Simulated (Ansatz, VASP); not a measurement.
## MgO in VASP and in Ansatz

File INCAR:

```
SYSTEM = MgO
PREC     = Accurate       ! precision mode
ENCUT    = 520            ! plane-wave cutoff, eV
EDIFF    = 1E-7           ! SCF threshold, eV
ISMEAR   = 0              ! smearing method
SIGMA    = 0.05           ! smearing width, eV
LREAL    = .False.        ! projectors in reciprocal space
LASPH    = .True.         ! aspherical terms in the spheres
NELM     = 80             ! most SCF steps
ALGO     = Normal         ! electronic algorithm
ISIF     = 2              ! what is computed and relaxed
LWAVE    = .False.        ! write WAVECAR
LCHARG   = .False.        ! write CHGCAR
GGA      = PS             ! functional
NBANDS   = 16             ! bands
```

Contents of KPOINTS:

```
Automatic mesh
0
Gamma
  9 9 6
  0 0 0
```

File POSCAR:

```
MgO
1.0
    3.2399209199      0.0000000000      0.0000000000
   -1.6199604600      2.8058538229      0.0000000000
    0.0000000000      0.0000000000      5.2182166336
Mg O
2 2
Direct
    0.3333333333      0.6666666667     -0.0081359286
    0.6666666667      0.3333333333      0.4918640714
    0.3333333333      0.6666666667      0.4009416620
    0.6666666667      0.3333333333      0.9009416620
```

Input for Ansatz:

```yaml
crystal:
  lattice:
    - [3.2399209199, 0.0, 0.0]
    - [-1.61996046, 2.8058538229, 0.0]
    - [0.0, 0.0, 5.2182166336]
  atoms:
    - { symbol: Mg, position: [0.3333333333, 0.6666666667, -0.0081359286] }
    - { symbol: Mg, position: [0.6666666667, 0.3333333333, 0.4918640714] }
    - { symbol: O, position: [0.3333333333, 0.6666666667, 0.400941662] }
    - { symbol: O, position: [0.6666666667, 0.3333333333, 0.900941662] }
basis:
  ecutwfc: 520.0
kpoints:
  mp_grid: { grid: [9, 9, 6] }
hamiltonian:
  xc: pbesol
  pseudopotentials: { kind: paw, azcp: { folder: soft_1 } }
scf:
  occupations: { method: gaussian, width: 0.05 }
output:
  forces: true
  stress: true
  eigenvalues: true
```

Alike in both runs: task single point; functional PBEsol; k mesh 9 × 9 × 6; occupations gaussian, width 0.05 eV; no spin polarisation.

|  | VASP | Ansatz |
| --- | --- | --- |
| version | VASP 6.6.1 | Ansatz 0.2.0 |
| potentials or method | VASP PAW PBE potentials, release 64 (Mg, O), cutoff 520 eV | scalar-relativistic, plane waves, PAW |
| valence electrons in the cell | 16 | 32 |

|  | VASP | Ansatz | Ansatz less VASP |
| --- | --- | --- | --- |
| gap on the k mesh at the Fermi level (eV) | 3.36 | 3.36 | +0.005 |
| least direct gap on the mesh (eV) | 3.36 | 3.36 | +0.005 |
| pressure (GPa) | 1.7 | 1.9 | +0.24 |
| traceless stress, the component that is largest in VASP (GPa) | -9.99 | -9.85 | +0.136 |
| rms of the force components (eV/Å) | 0.413 | 0.406 | -0.0069 |

VASP's potentials were made for PBE, not for PBEsol, and Ansatz warns of the same on its side. Atom by atom the forces differ by 0.007 eV/Å (rms over components). VASP's potentials hold 16 valence electrons a cell and Ansatz's 32, so a difference there can come from the potentials and not from the codes.
